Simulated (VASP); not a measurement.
# Ca (I4/mmm) in VASP: further runs, part 2 of 3

VASP 6.6.1. Earlier steps stand in the parts before.

## Step 3: Single point, PBE

This run uses another cell than the first one, of the same volume but with other edges.

Input file INCAR:

```
PREC = Accurate
ENCUT = 520
EDIFF = 1E-7
ISMEAR = 0
SIGMA = 0.15
LREAL = False
LASPH = True
NELM = 60
ALGO = Fast
ISIF = 2
LWAVE = False
LCHARG = False
GGA = PE
NBANDS = 11
```

Input file KPOINTS:

```
regular mesh
0
Gamma
  16 16 16
```

Input file POSCAR:

```
Ca
1.0
    0.0000000000      2.4409585346      3.6614378018
    2.4409585346      0.0000000000      3.6614378018
    2.4409585346      2.4409585346      0.0000000000
Ca
1
Direct
    0.0000000000      0.0000000000      0.0000000000
```

Potentials or basis: VASP PAW PBE potentials, release 64 (Ca_sv).

Command:

```
$ cat potpaw_PBE.64/Ca_sv/POTCAR > POTCAR
$ mpirun -np 1 vasp_std > vasp.out
```

OUTCAR:

```text
PREC = Accurate
   ENCUT = 520
   EDIFF = 1E-7
   ISMEAR = 0
   LREAL = False
   LASPH = True
   NELM = 60
   ISIF = 2
   GGA = PE

 ion  position               nearest neighbor table
   1  0.000  0.000  0.000-

  LATTYP: Found a body centered tetragonal cell.
 ALAT       =     3.4520366648
 C/A-ratio  =     2.1213203435

  Lattice vectors:

 A1 = (  -2.4409585346,   0.0000000000,   3.6614378018)
 A2 = (   2.4409585346,   0.0000000000,   3.6614378018)
 A3 = (   0.0000000000,   2.4409585346,  -3.6614378018)

Analysis of symmetry for initial positions (statically):
=====================================================================
 Subroutine PRICEL returns:
 Original cell was already a primitive cell.

 Routine SETGRP: Setting up the symmetry group for a
 body centered tetragonal supercell.

 Subroutine GETGRP returns: Found 16 space group operations
 (whereof 16 operations were pure point group operations)
 out of a pool of 16 trial point group operations.

The static configuration has the point symmetry D_4h.

Analysis of symmetry for dynamics (positions and initial velocities):
=====================================================================
 Subroutine PRICEL returns:
 Original cell was already a primitive cell.

 Routine SETGRP: Setting up the symmetry group for a
 body centered tetragonal supercell.

 Subroutine GETGRP returns: Found 16 space group operations
 (whereof 16 operations were pure point group operations)
 out of a pool of 16 trial point group operations.

The dynamic configuration has the point symmetry D_4h.

 Subroutine INISYM returns: Found 16 space group operations
 (whereof 16 operations are pure point group operations),
 and found     1 'primitive' translations

----------------------------------------------------------------------------------------

                                     Primitive cell

  volume of cell :      43.6317

  direct lattice vectors                    reciprocal lattice vectors
     0.000000000  2.440958535  3.661437802    -0.204837564  0.204837564  0.136558376
     2.440958535  0.000000000  3.661437802     0.204837564 -0.204837564  0.136558376
     2.440958535  2.440958535  0.000000000     0.204837564  0.204837564 -0.136558376

  length of vectors
     4.400500579  4.400500579  3.452036665     0.320257779  0.320257779  0.320257779

  position of ions in fractional coordinates (direct lattice)
     0.000000000  0.000000000  0.000000000

  ion indices of the primitive-cell ions
   primitive index   ion index
                 1           1

----------------------------------------------------------------------------------------

 KPOINTS: regular mesh

Automatic generation of k-mesh.
 Grid dimensions read from file:
 generate k-points for:   16   16   16

 Generating k-lattice:

  Cartesian coordinates                     Fractional coordinates (reciprocal lattice)
    -0.012802348  0.012802348  0.008534898     0.062500000  0.000000000  0.000000000
     0.012802348 -0.012802348  0.008534898     0.000000000  0.062500000  0.000000000
     0.012802348  0.012802348 -0.008534898     0.000000000  0.000000000  0.062500000

  Length of vectors
     0.020016111  0.020016111  0.020016111

  Shift w.r.t. Gamma in fractional coordinates (k-lattice)
     0.000000000  0.000000000  0.000000000

 Subroutine IBZKPT returns following result:
 ===========================================

 Found    349 irreducible k-points:

 Following reciprocal coordinates:
            Coordinates               Weight
  0.000000  0.000000  0.000000      1.000000
  0.062500  0.000000  0.000000      8.000000
  0.125000  0.000000  0.000000      8.000000
  0.187500 -0.000000  0.000000      8.000000
  0.250000  0.000000  0.000000      8.000000
  0.312500 -0.000000  0.000000      8.000000
[... 16 lines left out ...]
 -0.125000  0.062500  0.000000      8.000000
 -0.062500  0.062500  0.000000      4.000000
 [... further k-points ...]
   k-points           NKPTS =    349   k-points in BZ     NKDIM =    349   number of bands    NBANDS=     11
   number of dos      NEDOS =    301   number of ions     NIONS =      1
   total plane-waves  NPLWV =  36288
   dimension x,y,z NGX =    36 NGY =   36 NGZ =   28
   dimension x,y,z NGXF=    72 NGYF=   72 NGZF=   56
   ions per type =               1
   NGX,Y,Z   is equivalent  to a cutoff of  13.60, 13.60, 13.48 a.u.
   NGXF,Y,Z  is equivalent  to a cutoff of  27.20, 27.20, 26.97 a.u.
 SYSTEM =  unknown system
   PREC   = accura    normal or accurate (medium, high low for compatibility)
   ISTART =      0    job   : 0-new  1-cont  2-samecut
   ICHARG =      2    charge: 1-file 2-atom 10-const
   ISPIN  =      1    spin polarized calculation?
   LNONCOLLINEAR =      F non collinear calculations
   LSORBIT =      F    spin-orbit coupling
   LASPH  =      T    aspherical Exc in radial PAW
   ENCUT  =  520.0 eV  38.22 Ry    6.18 a.u.   8.18  8.18  6.42*2*pi/ulx,y,z
   NELM   =     60;   NELMIN=  2; NELMDL= -5     # of ELM steps
   EDIFF  = 0.1E-06   stopping-criterion for ELM
   LREAL  =      F    real-space projection
   EDIFFG = 0.1E-05   stopping-criterion for IOM
   NSW    =      0    number of steps for IOM
   IBRION =     -1    ionic relax: 0-MD 1-quasi-New 2-CG
   NFREE  =      0    steps in history (QN), initial steepest desc. (CG)
   ISIF   =      2    stress and relaxation
   ISYM   =      2    0-nonsym 1-usesym 2-fastsym
   POTIM  = 0.5000    time-step for ionic-motion
   TEBEG  =    0.0;   TEEND  =   0.0 temperature during run
   PSTRESS=    0.0 pullay stress
   NELECT =      10.0000    total number of electrons
   NUPDOWN=      -1.0000    fix difference up-down
   EMIN   =  10.00;   EMAX   =-10.00  energy-range for DOS
   EFERMI =   0.00;   METHOD = LEGACY
   ISMEAR =     0;   SIGMA  =   0.15  broadening in eV -4-tet -1-fermi 0-gaus
   EFERMI_NEDOS =   21; number of points for ismear=-14 and -15
   IALGO  =     68    algorithm
   IMIX   =      4    mixing-type and parameters
     AMIX     =   0.40;   BMIX     =  1.00
     AMIX_MAG =   1.60;   BMIX_MAG =  1.00
  volume/ion in A,a.u.               =      43.63       294.44
  Fermi-wavevector in a.u.,A,eV,Ry     =   1.001861  1.893242 13.656506  1.003725
  Thomas-Fermi vector in A             =   2.134310
   LORBIT       =      0    0 simple, 1 ext, 2 COOP (PROOUT), +10 PAW based schemes
   GGA     = PE    functional components
   LHFCALC =     F    Hartree Fock is set to
   AEXX    =    0.0000 exact exchange contribution
   IVDW    =     0    specifies the selected vdW correction
   LEPSILON=     F    determine dielectric tensor
   LRPA    =     F    only Hartree local field effects (RPA)
 non-spin polarized calculation
 RMM-DIIS sequential band-by-band and
 Gauss-broadening in eV      SIGMA  =   0.15
  energy-cutoff  :      520.00
  volume of cell :       43.63
 maximum number of plane-waves:      1193
 NGX is ok and might be reduce to    36

 number of electron      10.0000000 magnetization

 Free energy of the ion-electron system (eV)
  ---------------------------------------------------
  ext. energy  EPLUGINS =         0.00000000
  ---------------------------------------------------
  free energy    TOTEN  =        -1.69759321 eV

  energy without entropy =       -1.68262899  energy(sigma->0) =       -1.69011110

 E-fermi :   1.7520     XC(G=0):  -7.6074

 val. band max:        1.7505433969   @ k =  -0.3750   0.0000   0.3750
 cond. band min:       1.7549861334   @ k =  -0.2500   0.3125   0.1250
 fundamental gap:      0.0044427365
 Fermi energy:         1.7520138333

 k-point     1 :       0.0000    0.0000    0.0000
  band No.  band energies     occupation
      1     -40.3440      2.00000
      2     -21.2883      2.00000
      3     -21.2182      2.00000
      4     -21.2182      2.00000
      5      -2.1004      2.00000
      6       3.0310      0.00000
      7       3.3849      0.00000
      8       5.0440      0.00000
      9       5.0440      0.00000
     10       6.0264      0.00000
     11       9.1713      0.00000
[... 309 lines left out ...]
 k-point    24 :      -0.0625    0.0625    0.0000
  band No.  band energies     occupation
      1     -40.3406      2.00000
      2     -21.2863      2.00000
      3     -21.2549      2.00000
      4     -21.2153      2.00000
      5      -1.8703      2.00000
      6       3.1328      0.00000
      7       3.5433      0.00000
      8       4.6026      0.00000
      9       5.1011      0.00000
     10       5.8181      0.00000
     11       9.5800      0.00000

 [... further k-points ...]

------------------------ aborting loop because EDIFF is reached ----------------------------------------

  FORCE on cell =-STRESS in cart. coord.  units (eV):
  Direction    XX          YY          ZZ          XY          YZ          ZX
  --------------------------------------------------------------------------------------
  -------------------------------------------------------------------------------------
  Total        0.6518580      0.6518580     -1.4514909      0.0000000      0.0000000      0.0000000
  in kB       23.9365258     23.9365258    -53.2994129      0.0000000      0.0000000      0.0000000
  external PRESSURE =      -1.8087871 kB  Pullay stress =       0.0000000 kB

 VOLUME and BASIS-vectors are now :
 -----------------------------------------------------------------------------
  energy-cutoff  :      520.00
  volume of cell :       43.63
      direct lattice vectors                 reciprocal lattice vectors
     0.000000000  2.440958535  3.661437802    -0.204837564  0.204837564  0.136558376
     2.440958535  0.000000000  3.661437802     0.204837564 -0.204837564  0.136558376
     2.440958535  2.440958535  0.000000000     0.204837564  0.204837564 -0.136558376

 POSITION                                       TOTAL-FORCE (eV/Angst)
 -----------------------------------------------------------------------------------
      0.00000      0.00000      0.00000         0.000000      0.000000      0.000000
 -----------------------------------------------------------------------------------
    total drift:                               -0.000000     -0.000000     -0.000000

  FREE ENERGIE OF THE ION-ELECTRON SYSTEM (eV)
  ---------------------------------------------------
  free  energy   TOTEN  =        -1.6975932139 eV

  energy  without entropy=       -1.6826289884  energy(sigma->0) =       -1.69011110
```

stdout:

```text
POSCAR found type information on POSCAR Ca
 POSCAR found :  1 types and       1 ions
 scaLAPACK will be used
 LDA part: xc-table for (Slater+PW92), standard interpolation
 POSCAR, INCAR and KPOINTS ok, starting setup
 FFT: planning ... GRIDC
 FFT: planning ... GRID_SOFT
 FFT: planning ... GRID
 WAVECAR not read
 entering main loop
WARNING in EDDRMM: call to ZHEGV failed, returncode =   8  4      5
WARNING in EDDRMM: call to ZHEGV failed, returncode =   8  4     10
WARNING in EDDRMM: call to ZHEGV failed, returncode =   8  4     10
WARNING in EDDRMM: call to ZHEGV failed, returncode =   6  3      8
WARNING in EDDRMM: call to ZHEGV failed, returncode =   8  4     11
WARNING in EDDRMM: call to ZHEGV failed, returncode =   8  4      6
WARNING in EDDRMM: call to ZHEGV failed, returncode =   8  4      5
WARNING in EDDRMM: call to ZHEGV failed, returncode =   8  4      6
WARNING in EDDRMM: call to ZHEGV failed, returncode =   8  4      5
WARNING in EDDRMM: call to ZHEGV failed, returncode =   8  4      7
[... 16 lines left out ...]
WARNING in EDDRMM: call to ZHEGV failed, returncode =   8  4      8
WARNING in EDDRMM: call to ZHEGV failed, returncode =   8  4     10
WARNING in EDDRMM: call to ZHEGV failed, returncode =   6  3      7
WARNING in EDDRMM: call to ZHEGV failed, returncode =   6  3     10
WARNING in EDDRMM: call to ZHEGV failed, returncode =   8  4      9
WARNING in EDDRMM: call to ZHEGV failed, returncode =   6  3      8
WARNING in EDDRMM: call to ZHEGV failed, returncode =   8  4      8
WARNING in EDDRMM: call to ZHEGV failed, returncode =   6  3      5
WARNING in EDDRMM: call to ZHEGV failed, returncode =   8  4      9
WARNING in EDDRMM: call to ZHEGV failed, returncode =   6  3      7
```

It took 3 min on 1 thread of AMD EPYC 9R45 (Zen 5), shared host; peak memory 0.28 GiB.

Results:

| Item | Value |
| --- | --- |
| Free energy | -1.6976 eV |
| Pressure | -0.2 GPa |
| Band gap on the k mesh | zero (band 5 reaches 1.97 eV, above the bottom of band 6 at 1.04 eV) |

Stress tensor (GPa, compression positive):
```
 2.39  0.00  0.00
 0.00  2.39  0.00
 0.00  0.00 -5.33
```

Levels at points of the mesh, in eV from the Fermi level:
| k point | band 1 | band 2 | band 3 | band 4 | band 5 | band 6 | band 7 | band 8 | band 9 | band 10 |
| --- | --- | --- | --- | --- | --- | --- | --- | --- | --- | --- |
| (0.00, 0.00, 0.00) | -42.10 | -23.04 | -22.97 | -22.97 | -3.85 | 1.28 | 1.63 | 3.29 | 3.29 | 4.27 |
| (0.50, 0.00, 0.00) | -42.07 | -23.22 | -23.04 | -22.95 | -0.66 | 0.13 | 1.25 | 3.05 | 3.60 | 3.94 |
| (0.50, 0.50, 0.00) | -42.09 | -23.09 | -22.98 | -22.98 | -1.56 | -0.71 | 0.91 | 4.05 | 4.05 | 4.18 |
| (0.50, 0.00, 0.50) | -42.05 | -23.19 | -23.18 | -23.01 | -0.22 | 0.93 | 2.58 | 3.00 | 3.31 | 5.03 |

[end of part 2 of 3]
